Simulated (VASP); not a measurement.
# H (P6_3/mmc) in VASP: further runs, part 2 of 2

VASP 6.6.1. Earlier steps stand in the parts before.

## (3) Single point, PBE (5.52 Å³/atom)

This run uses another cell than the first one, of 5.52 Å³/atom.

Contents of INCAR:

```
ALGO = Normal
EDIFF = 1E-6
ENCUT = 500
GGA = PE
GGA_COMPAT = False
ISIF = 2
ISMEAR = -1
LASPH = True
LCHARG = False
LREAL = False
LWAVE = False
NBANDS = 8
NELM = 120
PREC = Accurate
SIGMA = 0.01
```

Contents of KPOINTS:

```
k-points
0
Gamma
  13 13 7
```

Contents of POSCAR:

```
H
1.0
    1.9946445635      0.0000000000      0.0000000000
   -0.9973222818      1.7274128635      0.0000000000
    0.0000000000      0.0000000000      3.2043007947
H
2
Direct
    0.3333333333      0.6666666667      0.2500000000
    0.6666666667      0.3333333333      0.7500000000
```

Potentials or basis: VASP PAW PBE potentials, release 64 (H).

On the command line:

```bash
$ cat potpaw_PBE.64/H/POTCAR > POTCAR
$ mpirun -np 1 vasp_std > vasp.out
```

OUTCAR:

```text
EDIFF = 1E-6
   ENCUT = 500
   GGA = PE
   ISIF = 2
   ISMEAR = -1
   LASPH = True
   LREAL = False
   NELM = 120
   PREC = Accurate

 ion  position               nearest neighbor table
   1  0.333  0.667  0.250-
   2  0.667  0.333  0.750-

  LATTYP: Found a hexagonal cell.
 ALAT       =     1.9946445635
 C/A-ratio  =     1.6064520233

  Lattice vectors:

 A1 = (   1.9946445635,   0.0000000000,   0.0000000000)
 A2 = (  -0.9973222818,   1.7274128635,   0.0000000000)
 A3 = (   0.0000000000,   0.0000000000,   3.2043007947)

Analysis of symmetry for initial positions (statically):
=====================================================================
 Subroutine PRICEL returns:
 Original cell was already a primitive cell.

 Routine SETGRP: Setting up the symmetry group for a
 hexagonal supercell.

 Subroutine GETGRP returns: Found 24 space group operations
 (whereof 12 operations were pure point group operations)
 out of a pool of 24 trial point group operations.

The static configuration has the point symmetry D_3d.
 The point group associated with its full space group is D_6h.

Analysis of symmetry for dynamics (positions and initial velocities):
=====================================================================
 Subroutine PRICEL returns:
 Original cell was already a primitive cell.

 Routine SETGRP: Setting up the symmetry group for a
 hexagonal supercell.

 Subroutine GETGRP returns: Found 24 space group operations
 (whereof 12 operations were pure point group operations)
 out of a pool of 24 trial point group operations.

The dynamic configuration has the point symmetry D_3d.
 The point group associated with its full space group is D_6h.

 Subroutine INISYM returns: Found 24 space group operations
 (whereof 12 operations are pure point group operations),
 and found     1 'primitive' translations

----------------------------------------------------------------------------------------

                                     Primitive cell

  volume of cell :      11.0407

  direct lattice vectors                    reciprocal lattice vectors
     1.994644564  0.000000000  0.000000000     0.501342454  0.289450201  0.000000000
    -0.997322282  1.727412863  0.000000000     0.000000000  0.578900401  0.000000000
     0.000000000  0.000000000  3.204300795     0.000000000  0.000000000  0.312080564

  length of vectors
     1.994644564  1.994644564  3.204300795     0.578900401  0.578900401  0.312080564

  position of ions in fractional coordinates (direct lattice)
     0.333333333  0.666666667  0.250000000
     0.666666667  0.333333333  0.750000000

  ion indices of the primitive-cell ions
   primitive index   ion index
                 1           1
                 2           2

----------------------------------------------------------------------------------------

 KPOINTS: k-points

Automatic generation of k-mesh.
 Grid dimensions read from file:
 generate k-points for:   13   13    7

 Generating k-lattice:

  Cartesian coordinates                     Fractional coordinates (reciprocal lattice)
     0.038564804  0.022265400  0.000000000     0.076923077  0.000000000  0.000000000
     0.000000000  0.044530800  0.000000000     0.000000000  0.076923077  0.000000000
     0.000000000  0.000000000  0.044582938     0.000000000  0.000000000  0.142857143

  Length of vectors
     0.044530800  0.044530800  0.044582938

  Shift w.r.t. Gamma in fractional coordinates (k-lattice)
     0.000000000  0.000000000  0.000000000

 Subroutine IBZKPT returns following result:
 ===========================================

 Found     84 irreducible k-points:

 Following reciprocal coordinates:
            Coordinates               Weight
  0.000000  0.000000  0.000000      1.000000
  0.076923  0.000000  0.000000      6.000000
  0.153846  0.000000  0.000000      6.000000
  0.230769 -0.000000  0.000000      6.000000
  0.307692  0.000000  0.000000      6.000000
  0.384615 -0.000000  0.000000      6.000000
[... 16 lines left out ...]
  0.076923  0.000000  0.142857     12.000000
  0.153846  0.000000  0.142857     12.000000
 [... further k-points ...]
   k-points           NKPTS =     84   k-points in BZ     NKDIM =     84   number of bands    NBANDS=      8
   number of dos      NEDOS =    301   number of ions     NIONS =      2
   total plane-waves  NPLWV =   6144
   dimension x,y,z NGX =    16 NGY =   16 NGZ =   24
   dimension x,y,z NGXF=    32 NGYF=   32 NGZF=   48
   ions per type =               2
   NGX,Y,Z   is equivalent  to a cutoff of  13.34, 13.34, 12.45 a.u.
   NGXF,Y,Z  is equivalent  to a cutoff of  26.67, 26.67, 24.90 a.u.
 SYSTEM =  unknown system
   PREC   = accura    normal or accurate (medium, high low for compatibility)
   ISTART =      0    job   : 0-new  1-cont  2-samecut
   ICHARG =      2    charge: 1-file 2-atom 10-const
   ISPIN  =      1    spin polarized calculation?
   LNONCOLLINEAR =      F non collinear calculations
   LSORBIT =      F    spin-orbit coupling
   LASPH  =      T    aspherical Exc in radial PAW
   ENCUT  =  500.0 eV  36.75 Ry    6.06 a.u.   3.64  3.64  5.84*2*pi/ulx,y,z
   NELM   =    120;   NELMIN=  2; NELMDL= -5     # of ELM steps
   EDIFF  = 0.1E-05   stopping-criterion for ELM
   LREAL  =      F    real-space projection
   EDIFFG = 0.1E-04   stopping-criterion for IOM
   NSW    =      0    number of steps for IOM
   IBRION =     -1    ionic relax: 0-MD 1-quasi-New 2-CG
   NFREE  =      0    steps in history (QN), initial steepest desc. (CG)
   ISIF   =      2    stress and relaxation
   ISYM   =      2    0-nonsym 1-usesym 2-fastsym
   POTIM  = 0.5000    time-step for ionic-motion
   TEBEG  =    0.0;   TEEND  =   0.0 temperature during run
   PSTRESS=    0.0 pullay stress
   NELECT =       2.0000    total number of electrons
   NUPDOWN=      -1.0000    fix difference up-down
   EMIN   =  10.00;   EMAX   =-10.00  energy-range for DOS
   EFERMI =   0.00;   METHOD = LEGACY
   ISMEAR =    -1;   SIGMA  =   0.01  broadening in eV -4-tet -1-fermi 0-gaus
   EFERMI_NEDOS =   21; number of points for ismear=-14 and -15
   IALGO  =     38    algorithm
   IMIX   =      4    mixing-type and parameters
     AMIX     =   0.40;   BMIX     =  1.00
     AMIX_MAG =   1.60;   BMIX_MAG =  1.00
  volume/ion in A,a.u.               =       5.52        37.25
  Fermi-wavevector in a.u.,A,eV,Ry     =   0.926303  1.750459 11.674311  0.858038
  Thomas-Fermi vector in A             =   2.052251
   LORBIT       =      0    0 simple, 1 ext, 2 COOP (PROOUT), +10 PAW based schemes
   GGA     = PE    functional components
   LHFCALC =     F    Hartree Fock is set to
   AEXX    =    0.0000 exact exchange contribution
   IVDW    =     0    specifies the selected vdW correction
   LEPSILON=     F    determine dielectric tensor
   LRPA    =     F    only Hartree local field effects (RPA)
 non-spin polarized calculation
  energy-cutoff  :      500.00
  volume of cell :       11.04
 maximum number of plane-waves:       293
 NGX is ok and might be reduce to    16
   NGX =  7   NGY =  7   NGZ = 11

 number of electron       1.9999999 magnetization

 Free energy of the ion-electron system (eV)
  ---------------------------------------------------
  ext. energy  EPLUGINS =         0.00000000
  ---------------------------------------------------
  free energy    TOTEN  =        -3.69796267 eV

  energy without entropy =       -3.69755106  energy(sigma->0) =       -3.69775687

 E-fermi :  -1.1150     XC(G=0):  -9.0023

 val. band max:       -1.1267491694   @ k =   0.0769   0.0769   0.1429
 cond. band min:      -1.1103140931   @ k =   0.2308   0.0769   0.2857
 fundamental gap:      0.0164350763
 Fermi energy:        -1.1150367056

 k-point     1 :       0.0000    0.0000    0.0000
  band No.  band energies     occupation
      1     -11.2465      2.00000
      2      -0.4117      0.00000
      3       7.2271      0.00000
      4      33.1372      0.00000
      5      33.6207      0.00000
      6      40.3671      0.00000
      7      40.3671      0.00000
      8      42.3244      0.00000
[... 243 lines left out ...]
 k-point    24 :       0.1538    0.0000    0.1429
  band No.  band energies     occupation
      1      -9.8419      2.00000
      2      -0.8812      0.00000
      3      10.3292      0.00000
      4      25.2257      0.00000
      5      28.6863      0.00000
      6      35.1542      0.00000
      7      36.7090      0.00000
      8      40.4732      0.00000

 [... further k-points ...]

------------------------ aborting loop because EDIFF is reached ----------------------------------------

  FORCE on cell =-STRESS in cart. coord.  units (eV):
  Direction    XX          YY          ZZ          XY          YZ          ZX
  --------------------------------------------------------------------------------------
  -------------------------------------------------------------------------------------
  Total       -1.5764706     -1.5764706     -1.8112079      0.0000000      0.0000000      0.0000000
  in kB     -228.7712906   -228.7712906   -262.8354580      0.0000000      0.0000000      0.0000000
  external PRESSURE =    -240.1260131 kB  Pullay stress =       0.0000000 kB

 VOLUME and BASIS-vectors are now :
 -----------------------------------------------------------------------------
  energy-cutoff  :      500.00
  volume of cell :       11.04
      direct lattice vectors                 reciprocal lattice vectors
     1.994644564  0.000000000  0.000000000     0.501342454  0.289450201  0.000000000
    -0.997322282  1.727412863  0.000000000     0.000000000  0.578900401  0.000000000
     0.000000000  0.000000000  3.204300795     0.000000000  0.000000000  0.312080564

 POSITION                                       TOTAL-FORCE (eV/Angst)
 -----------------------------------------------------------------------------------
     -0.00000      1.15161      0.80108         0.000000      0.000000      0.000000
      0.99732      0.57580      2.40323        -0.000000      0.000000      0.000000
 -----------------------------------------------------------------------------------
    total drift:                               -0.000000      0.000000     -0.000000

  FREE ENERGIE OF THE ION-ELECTRON SYSTEM (eV)
  ---------------------------------------------------
  free  energy   TOTEN  =        -3.6979626732 eV

  energy  without entropy=       -3.6975510569  energy(sigma->0) =       -3.69775687
```

stdout:

```text
POSCAR found type information on POSCAR H
 POSCAR found :  1 types and       2 ions
 scaLAPACK will be used
 LDA part: xc-table for (Slater+PW92), standard interpolation
 POSCAR, INCAR and KPOINTS ok, starting setup
 FFT: planning ... GRIDC
 FFT: planning ... GRID_SOFT
 FFT: planning ... GRID
 WAVECAR not read
 entering main loop
```

It took 3.1 s on 1 thread of Intel Xeon Platinum 8488C (Sapphire Rapids), shared host; peak memory 0.11 GiB.

Results:

| Property | Result |
| --- | --- |
| Free energy | -3.6980 eV |
| Pressure | -24.0 GPa |
| Band gap on the k mesh | zero (bands 1 and 2 overlap by 8.90 eV) |

Stress tensor (GPa, compression positive):
```
-22.88   0.00   0.00
  0.00 -22.88   0.00
  0.00   0.00 -26.28
```

Caveat: the cell stands under tension.

## (4) Single point, PBE (5.86 Å³/atom)

This run uses another cell than the first one, of 5.86 Å³/atom.

Contents of INCAR:

```
SYSTEM = H
PREC = Accurate
ENCUT = 500
EDIFF = 1E-6
ISMEAR = -1
SIGMA = 0.01
LREAL = .False.
LASPH = .True.
NELM = 120
ALGO = Normal
ISIF = 2
LWAVE = .False.
LCHARG = .True.
GGA = PE
LELF = .True.
LVHAR = .True.
NBANDS = 8
GGA_COMPAT = .False.
```

Contents of KPOINTS:

```
Automatic mesh
0
Gamma
  13 13 7
  0 0 0
```

Contents of POSCAR:

```
H
1.0
    2.0349512728      0.0000000000      0.0000000000
   -1.0174756365      1.7623194977      0.0000000000
    0.0000000000      0.0000000000      3.2690515894
H
2
Direct
    0.3333333333      0.6666666667      0.2500000000
    0.6666666667      0.3333333333      0.7500000000
```

On the command line:

```bash
$ cat potpaw_PBE.64/H/POTCAR > POTCAR
$ mpirun -np 1 vasp_std > vasp.out
```

Run time: 3.4 s. Hardware: 1 thread of Intel Xeon Platinum 8488C (Sapphire Rapids), shared host; peak memory 0.11 GiB.

The run converged. Its results:

| Item | Value |
| --- | --- |
| Free energy | -3.5973 eV |
| Pressure | -23.7 GPa |
| Band gap on the k mesh | zero (bands 1 and 2 overlap by 8.41 eV) |

Stress tensor (GPa, compression positive):
```
-22.71   0.00   0.00
  0.00 -22.71   0.00
  0.00   0.00 -25.77
```

Levels at points of the mesh, in eV from the Fermi level:
| k point | band 1 | band 2 | band 3 | band 4 | band 5 |
| --- | --- | --- | --- | --- | --- |
| (0.00, 0.00, 0.00) | -9.66 | 0.63 | 8.22 | 32.72 | 33.36 |

Caveat: the cell stands under tension.

## (5) Summary

| cell | gap on the mesh (eV) | pressure (GPa) |
| --- | --- | --- |
| a = 1.974, b = 1.974, c = 3.171 Å, angles 90.0, 90.0, 120.0°, 2 atoms | none | -24.1 |
| a = 1.995, b = 1.995, c = 3.204 Å, angles 90.0, 90.0, 120.0°, 2 atoms | none | -24.0 |
| a = 2.035, b = 2.035, c = 3.269 Å, angles 90.0, 90.0, 120.0°, 2 atoms | none | -23.7 |

Alike in all rows: task single point; level PBE; potentials or basis VASP PAW PBE potentials, release 64 (H); no spin polarisation; k mesh 13 × 13 × 7; cutoff (eV) 500; smearing fermi-dirac 0.01 eV.

Caveats: the cell stands under tension.

Absolute energies hang on the potentials; compare differences alone.
